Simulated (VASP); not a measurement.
# BP4 in VASP: further runs

Runs on BP4. Level: PBE. Tasks: single point.

Program: VASP 6.6.1. These are calculated values, not measurements. Logs are shortened: lines on timing, memory, paths and dates and some standing lists are left out, and cuts for length are marked.

### 1 The cell of the first run

It takes space group Pm (No. 6, monoclinic). The conventional cell has a = 3.263 Å, b = 7.078 Å, c = 7.241 Å, α = 90.00°, β = 103.02°, γ = 90.00°. Within 2.6 Å of B (site symmetry m) lie 4 P at 1.98 to 2.01 Å. Within 2.6 Å of B (site symmetry m) lie 4 P at 1.97 to 2.00 Å. P (site symmetry m) has 2 B at 1.98 Å and 2 P at 2.28 Å within 2.6 Å. Within 2.6 Å of P (site symmetry m) lie 2 B at 1.97 to 1.98 Å and 2 P at 2.19 Å. P (site symmetry 1) has 2 B at 2.00 to 2.01 Å and 2 P at 2.53 to 2.54 Å within 2.6 Å. Within 2.9 Å of P (site symmetry 1) lie 3 P at 2.19 to 2.31 Å. Within 3.0 Å of P (site symmetry 1) lie 6 P at 2.28 to 2.67 Å.

### 2 Single point, PBE

The input, INCAR:

```
  ALGO = Normal
  EDIFF = 1E-6
  ENCUT = 520
  GGA = PE
  ISIF = 2
  ISMEAR = 0
  LASPH = True
  LCHARG = False
  LREAL = False
  LWAVE = False
  NBANDS = 34
  NELM = 80
  PREC = Accurate
  SIGMA = 0.1
```

The input, KPOINTS:

```
k-points
0
Gamma
  6 2 4
```

The input, POSCAR:

```
BP4
1.0
    3.2586164290      0.0000000000     -0.1764661545
    0.0000000000      7.0779699212      0.0000000000
   -1.2471128048      0.0000000000      7.1332409620
B P
2 8
Direct
    0.4464835463      0.5000000000      0.8920130359
    0.5535077567      0.0000000000      0.1026651331
    0.8673815551      0.5000000000      0.7338087463
    0.1321148394      0.0000000000      0.2603817172
    0.4634000668      0.7814709195      0.9240505919
    0.4634000668      0.2185290805      0.9240505919
    0.2153517216      0.2588162599      0.4308741637
    0.2153517216      0.7411837401      0.4308741637
    0.8247755475      0.1882930980      0.6510893220
    0.8247755475      0.8117069020      0.6510893220
```

Potentials or basis: VASP PAW PBE potentials, release 64 (B, P).

Launch:

```
> cat potpaw_PBE.64/B/POTCAR potpaw_PBE.64/P/POTCAR > POTCAR
> mpirun -np 1 vasp_std > vasp.out
```

OUTCAR:

```text
EDIFF = 1E-6
   ENCUT = 520
   GGA = PE
   ISIF = 2
   ISMEAR = 0
   LASPH = True
   LREAL = False
   NELM = 80
   PREC = Accurate

 ion  position               nearest neighbor table
   1  0.446  0.500  0.892-   3 1.98   3 1.98   6 2.01   5 2.01
   2  0.554  0.000  0.103-   4 1.97   4 1.98   5 2.00   6 2.00
   3  0.867  0.500  0.734-   1 1.98   1 1.98   9 2.28  10 2.28   5 2.90   6 2.90   6 2.91   5 2.91

   4  0.132  0.000  0.260-   2 1.97   2 1.98   8 2.19   7 2.19
   5  0.463  0.781  0.924-   2 2.00   1 2.01  10 2.53  10 2.54   3 2.90   3 2.91
   6  0.463  0.219  0.924-   2 2.00   1 2.01   9 2.53   9 2.54   3 2.90   3 2.91
   7  0.215  0.259  0.431-   4 2.19   9 2.31   9 2.31
   8  0.215  0.741  0.431-   4 2.19  10 2.31  10 2.31
   9  0.825  0.188  0.651-   3 2.28   7 2.31   7 2.31   6 2.53   6 2.54  10 2.67
  10  0.825  0.812  0.651-   3 2.28   8 2.31   8 2.31   5 2.53   5 2.54   9 2.67

  LATTYP: Found a simple monoclinic cell.
 ALAT       =     3.2633910791
 B/A-ratio  =     2.1689003094
 C/A-ratio  =     2.2189916311
 COS(beta)  =    -0.2252335136

  Lattice vectors:

 A1 = (   3.2586164290,   0.0000000000,  -0.1764661545)
 A2 = (   0.0000000000,   7.0779699212,   0.0000000000)
 A3 = (  -1.2471128048,   0.0000000000,   7.1332409620)

Analysis of symmetry for initial positions (statically):
=====================================================================
 Subroutine PRICEL returns:
 Original cell was already a primitive cell.

 Routine SETGRP: Setting up the symmetry group for a
 simple monoclinic supercell.

 Subroutine GETGRP returns: Found  2 space group operations
 (whereof  2 operations were pure point group operations)
 out of a pool of  4 trial point group operations.

The static configuration has the point symmetry C_1h.

Analysis of symmetry for dynamics (positions and initial velocities):
=====================================================================
 Subroutine PRICEL returns:
 Original cell was already a primitive cell.

 Routine SETGRP: Setting up the symmetry group for a
 simple monoclinic supercell.

 Subroutine GETGRP returns: Found  2 space group operations
 (whereof  2 operations were pure point group operations)
 out of a pool of  4 trial point group operations.

The dynamic configuration has the point symmetry C_1h.

 Subroutine INISYM returns: Found  2 space group operations
 (whereof  2 operations are pure point group operations),
 and found     1 'primitive' translations

[... 117 lines left out ...]
   ISYM   =      2    0-nonsym 1-usesym 2-fastsym
   POTIM  = 0.5000    time-step for ionic-motion
   TEBEG  =    0.0;   TEEND  =   0.0 temperature during run
   PSTRESS=    0.0 pullay stress
   NELECT =      46.0000    total number of electrons
   NUPDOWN=      -1.0000    fix difference up-down
   EMIN   =  10.00;   EMAX   =-10.00  energy-range for DOS
   EFERMI =   0.00;   METHOD = LEGACY
   ISMEAR =     0;   SIGMA  =   0.10  broadening in eV -4-tet -1-fermi 0-gaus
   EFERMI_NEDOS =   21; number of points for ismear=-14 and -15
   IALGO  =     38    algorithm
   IMIX   =      4    mixing-type and parameters
     AMIX     =   0.40;   BMIX     =  1.00
     AMIX_MAG =   1.60;   BMIX_MAG =  1.00
  volume/ion in A,a.u.               =      16.30       109.98
  Fermi-wavevector in a.u.,A,eV,Ry     =   1.073895  2.029366 15.690911  1.153249
  Thomas-Fermi vector in A             =   2.209707
   LORBIT       =      0    0 simple, 1 ext, 2 COOP (PROOUT), +10 PAW based schemes
   GGA     = PE    functional components
   LHFCALC =     F    Hartree Fock is set to
   AEXX    =    0.0000 exact exchange contribution
   IVDW    =     0    specifies the selected vdW correction
   LEPSILON=     F    determine dielectric tensor
   LRPA    =     F    only Hartree local field effects (RPA)
 non-spin polarized calculation
 Gauss-broadening in eV      SIGMA  =   0.10
  energy-cutoff  :      520.00
  volume of cell :      162.97
 maximum number of plane-waves:      4424
   NGX = 13   NGY = 27   NGZ = 27

 number of electron      46.0000000 magnetization

 Free energy of the ion-electron system (eV)
  ---------------------------------------------------
  ext. energy  EPLUGINS =         0.00000000
  ---------------------------------------------------
  free energy    TOTEN  =       -54.39130828 eV

  energy without entropy =      -54.37983864  energy(sigma->0) =      -54.38557346

 E-fermi :   6.5487     XC(G=0): -10.0202

 val. band max:        6.5353809978   @ k =   0.0000   0.5000   0.0000
 cond. band min:       6.5920331215   @ k =   0.1667   0.5000   0.0000
 fundamental gap:      0.0566521237
 Fermi energy:         6.5487467405

 k-point     1 :       0.0000    0.0000    0.0000
  band No.  band energies     occupation
      1      -9.3754      2.00000
      2      -7.5475      2.00000
      3      -7.5125      2.00000
      4      -6.1832      2.00000
      5      -4.8527      2.00000
      6      -4.6504      2.00000
[... 877 lines left out ...]
     33      10.9545      0.00000
     34      11.0034      0.00000

 [... further k-points ...]

------------------------ aborting loop because EDIFF is reached ----------------------------------------

  FORCE on cell =-STRESS in cart. coord.  units (eV):
  Direction    XX          YY          ZZ          XY          YZ          ZX
  --------------------------------------------------------------------------------------
  -------------------------------------------------------------------------------------
  Total       -0.1266244     -0.2126899     -0.1933101      0.0000000      0.0000000     -0.0299017
  in kB       -1.2448886     -2.0910286     -1.9004989      0.0000000      0.0000000     -0.2939741
  external PRESSURE =      -1.7454720 kB  Pullay stress =       0.0000000 kB

 VOLUME and BASIS-vectors are now :
 -----------------------------------------------------------------------------
  energy-cutoff  :      520.00
  volume of cell :      162.97
      direct lattice vectors                 reciprocal lattice vectors
     3.258616429  0.000000000 -0.176466154     0.309811932  0.000000000  0.054164780
     0.000000000  7.077969921  0.000000000     0.000000000  0.141283449  0.000000000
    -1.247112805  0.000000000  7.133240962     0.007664303  0.000000000  0.141528690

 POSITION                                       TOTAL-FORCE (eV/Angst)
 -----------------------------------------------------------------------------------
      0.34248      3.53898      6.28415         0.002549      0.000000      0.003380
      1.67563      0.00000      0.63466        -0.005363      0.000000      0.002931
      1.91132      3.53898      5.08137         0.001119      0.000000      0.013904
      0.10579      0.00000      1.83405        -0.001277      0.000000      0.030691
      0.35765      5.53123      6.50970        -0.005588     -0.010002     -0.003454
      0.35765      1.54674      6.50970        -0.005588      0.010002     -0.003454
      0.16440      1.83189      3.03553        -0.002288     -0.042054      0.003488
      0.16440      5.24608      3.03553        -0.002288      0.042054      0.003488
      1.87565      1.33273      4.49883         0.009362      0.018676     -0.025487
      1.87565      5.74524      4.49883         0.009362     -0.018676     -0.025487
 -----------------------------------------------------------------------------------
    total drift:                                0.000039      0.000000     -0.000097

  FREE ENERGIE OF THE ION-ELECTRON SYSTEM (eV)
  ---------------------------------------------------
  free  energy   TOTEN  =       -54.3913082770 eV

  energy  without entropy=      -54.3798386417  energy(sigma->0) =      -54.38557346
```

OSZICAR:

```text
N       E                     dE             d eps       ncg     rms          rms(c)
DAV:   1     0.163012600653E+03    0.16301E+03   -0.19621E+04  1904   0.118E+03
DAV:   2    -0.421092826532E+02   -0.20512E+03   -0.19351E+03  2342   0.198E+02
DAV:   3    -0.556785486833E+02   -0.13569E+02   -0.13202E+02  2486   0.483E+01
DAV:   4    -0.560032692380E+02   -0.32472E+00   -0.32285E+00  2512   0.807E+00
DAV:   5    -0.560122899059E+02   -0.90207E-02   -0.90103E-02  2592   0.131E+00    0.157E+01
DAV:   6    -0.545057691830E+02    0.15065E+01   -0.30624E+00  2388   0.838E+00    0.896E+00
DAV:   7    -0.544051942016E+02    0.10057E+00   -0.14452E+00  2464   0.464E+00    0.298E+00
DAV:   8    -0.543896672762E+02    0.15527E-01   -0.97179E-02  2358   0.150E+00    0.766E-01
DAV:   9    -0.543907118341E+02   -0.10446E-02   -0.11780E-02  2480   0.510E-01    0.260E-01
DAV:  10    -0.543911275982E+02   -0.41576E-03   -0.11907E-03  2518   0.153E-01    0.114E-01
DAV:  11    -0.543912800678E+02   -0.15247E-03   -0.20130E-04  2432   0.648E-02    0.301E-02
DAV:  12    -0.543912981456E+02   -0.18078E-04   -0.18208E-05  2456   0.194E-02    0.132E-02
DAV:  13    -0.543913067401E+02   -0.85945E-05   -0.11930E-05  2352   0.149E-02    0.470E-03
DAV:  14    -0.543913080713E+02   -0.13312E-05   -0.15764E-06  1944   0.573E-03    0.174E-03
DAV:  15    -0.543913082770E+02   -0.20574E-06   -0.34277E-07  1416   0.277E-03
   1 F= -.54391308E+02 E0= -.54385573E+02  d E =-.114696E-01
```

stdout:

```text
POSCAR found type information on POSCAR B P
 POSCAR found :  2 types and      10 ions
 scaLAPACK will be used
 LDA part: xc-table for (Slater+PW92), standard interpolation
 POSCAR, INCAR and KPOINTS ok, starting setup
 FFT: planning ... GRIDC
 FFT: planning ... GRID_SOFT
 FFT: planning ... GRID
 WAVECAR not read
 entering main loop
```

Wall time 72 s (1 thread of Intel Xeon 6975P-C (Granite Rapids), shared host); peak memory 0.3 GiB.

What came out:

```
Free energy            : -54.3913 eV
Pressure               : -0.2 GPa
Largest force          : 0.042 eV/Å
Band gap on the k mesh : zero (bands 23 and 24 overlap by 1.83 eV)
```

Forces in eV/Å, atoms in the order of the input:
```
B    0.003  0.000  0.003
B   -0.005  0.000  0.003
P    0.001  0.000  0.014
P   -0.001  0.000  0.031
P   -0.006 -0.010 -0.003
P   -0.006  0.010 -0.003
P   -0.002 -0.042  0.003
P   -0.002  0.042  0.003
P    0.009  0.019 -0.025
P    0.009 -0.019 -0.025
```

Stress tensor (GPa, compression positive):
```
-0.12  0.00 -0.03
 0.00 -0.21  0.00
-0.03  0.00 -0.19
```

Caveat: the k points lie up to 0.44 Å⁻¹ apart, too coarse for converged energies and pressures of a metal.

### 3 Single point, PBE

This run uses another cell than the first one, of 16.34 Å³/atom.

The input, INCAR:

```
SYSTEM = BP4
ALGO = Normal ; EDIFF = 1E-7
ENCUT = 520 ; GGA = PE
ISIF = 2 ; ISMEAR = 0
LASPH = .TRUE. ; LCHARG = .FALSE.
LREAL = .FALSE. ; LWAVE = .FALSE.
NBANDS = 34 ; NELM = 80
PREC = Accurate ; SIGMA = 0.1
```

The input, KPOINTS:

```
k-points
0
G
  4 6 6
  0 0 0
```

The input, POSCAR:

```
BP4
1.0
    6.9903516048      0.0000000000      0.0000000000
    0.0000000000      1.6312331784      7.1668947721
    0.0000000000     -1.6312331784      7.1668947721
B P
2 8
Direct
    0.5000000000      0.4461039772      0.4461039772
    0.0000000000      0.5523352588      0.5523352588
    0.5000000000      0.8690356543      0.8690356543
    0.0000000000      0.1299660585      0.1299660585
    0.2145616893      0.4616190267      0.4616190267
    0.7854383107      0.4616190267      0.4616190267
    0.7383640205      0.2148080027      0.2148080027
    0.2616359795      0.2148080027      0.2148080027
    0.8122236009      0.8226915516      0.8226915516
    0.1877763991      0.8226915516      0.8226915516
```

Potentials or basis: VASP PAW PBE potentials, release 64 (B, P).

Launch:

```
> cat potpaw_PBE.64/B/POTCAR potpaw_PBE.64/P/POTCAR > POTCAR
> mpirun -np 1 vasp_std > vasp.out
```

Run time: 4.4 min. Hardware: 1 thread of Intel Xeon 6975P-C (Granite Rapids), shared host; peak memory 0.48 GiB.

The run converged. Its results:

- Free energy: -54.4464 eV
- Pressure: -0.2 GPa
- Largest force: 0.057 eV/Å
- Band gap on the k mesh: zero (bands 23 and 24 overlap by 1.83 eV)

Forces on the atoms (eV/Å):
```
B    0.000  0.000  0.008
B    0.000  0.000 -0.010
P    0.000  0.000  0.010
P    0.000  0.000  0.040
P    0.014  0.000 -0.007
P   -0.014  0.000 -0.007
P    0.047  0.000  0.008
P   -0.047  0.000  0.008
P   -0.051  0.000 -0.026
P    0.051  0.000 -0.026
```

Stress tensor (GPa, compression positive):
```
-0.30  0.00  0.00
 0.00 -0.19  0.00
 0.00  0.00 -0.20
```

Levels at points of the mesh, in eV from the Fermi level:
```
           k point  band 19  band 20  band 21  band 22  band 23  band 24  band 25  band 26  band 27  band 28
(0.00, 0.00, 0.00)    -1.78    -1.75    -1.43    -0.29     0.67     1.24     1.27     1.33     2.02     2.73
(0.50, 0.00, 0.00)    -1.55    -1.23    -0.44    -0.05     0.97     1.48     1.49     1.66     2.13     2.61
(0.00, 0.50, 0.00)    -2.34    -2.31    -1.96    -1.84    -1.12    -0.21     0.42     1.39     1.59     2.13
(0.50, 0.50, 0.00)    -3.38    -2.56    -1.71    -1.69    -1.11    -0.73     1.45     1.58     1.70     2.95
(0.00, 0.50, 0.50)    -1.79    -1.12    -1.08    -0.10     0.68     0.83     1.37     1.81     1.85     2.33
(0.50, 0.50, 0.50)    -1.52    -1.47    -0.28     0.01     0.02     1.37     1.62     2.05     2.38     2.62
```
